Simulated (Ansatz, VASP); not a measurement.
## WSe2: VASP beside Ansatz

```
W Se
1.0
     3.23046    0.00000    0.00000
    -1.61523    2.79766    0.00000
     0.00000    0.00000   12.41450
W Se
2 4
Direct
  0.33333 0.66667 0.25000
  0.66667 0.33333 0.75000
  0.33333 0.66667 0.61458
  0.66667 0.33333 0.11458
  0.33333 0.66667 0.88542
  0.66667 0.33333 0.38542
```

Alike in both runs: functional PBEsol; dispersion D3(BJ); k mesh 12 × 12 × 2; occupations gaussian, width 0.02 eV; no spin polarisation.

Ansatz relaxed the structure, and its values are those at the end. VASP's run is a single point on that final structure, the one shown.

|  | VASP | Ansatz |
| --- | --- | --- |
| version | VASP 6.6.1 | Ansatz 0.2.0 |
| potentials or method | VASP PAW PBE potentials, release 64 (W_sv, Se), cutoff 520 eV | scalar-relativistic, plane waves, PAW |
| valence electrons in the cell | 52 | 92 |

```csv
,VASP,Ansatz,Ansatz less VASP
gap on the k mesh at the Fermi level (eV),0.70,0.71,+0.006
least direct gap on the mesh (eV),1.65,1.65,+0.002
pressure (GPa),0.5,0.0,-0.50
rms of the force components (eV/Å),0.030,0.001,-0.0291
```

VASP's potentials were made for PBE, not for PBEsol. VASP's potentials hold 52 valence electrons a cell and Ansatz's 92, so a difference there can come from the potentials and not from the codes.

Spin-orbit coupling is off throughout.
